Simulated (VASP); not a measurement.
A run of VASP 6.6.1:

INCAR

```
SYSTEM = B4Ru
PREC     = Accurate       ! precision mode
ENCUT    = 520            ! plane-wave cutoff, eV
EDIFF    = 1E-6           ! SCF threshold, eV
ISMEAR   = 0              ! smearing method
SIGMA    = 0.1            ! smearing width, eV
LREAL    = .FALSE.        ! projectors in reciprocal space
LASPH    = .TRUE.         ! aspherical terms in the spheres
NELM     = 100            ! most SCF steps
ALGO     = Normal         ! electronic algorithm
ISIF     = 2              ! what is computed and relaxed
LWAVE    = .FALSE.        ! write WAVECAR
LCHARG   = .FALSE.        ! write CHGCAR
GGA      = PE             ! functional
NBANDS   = 21             ! bands
```

KPOINTS

```
regular mesh
0
G
  10 10 10
  0 0 0
```

Contents of POSCAR:

```
B4Ru
1.0
    3.6211138313      0.0000000000      0.0000000000
    0.0000000000      3.6211138313      0.0000000000
    0.0000000000      0.0000000000      3.6211138313
B Ru
4 1
Direct
    0.3280800967      0.3280800967      0.3280800967
    0.6719199033      0.6719199033      0.3280800967
    0.3280800967      0.6719199033      0.6719199033
    0.6719199033      0.3280800967      0.6719199033
    0.0000000000      0.0000000000      0.0000000000
```

Potentials or basis: VASP PAW PBE potentials, release 64 (B, Ru_pv).

Command:

```console
$ cat potpaw_PBE.64/B/POTCAR potpaw_PBE.64/Ru_pv/POTCAR > POTCAR
$ mpirun -np 1 vasp_std > vasp.out
```

Hardware: 1 thread of Intel(R) Xeon(R) Platinum 8488C (Sapphire Rapids) (shared host).

Question: How long does it take, and how much memory?

Answer: It took 29 s on 1 thread of Intel(R) Xeon(R) Platinum 8488C (Sapphire Rapids), with other jobs on the host, peak memory 0.18 GiB. Counts: scf iterations 14, k points 56.
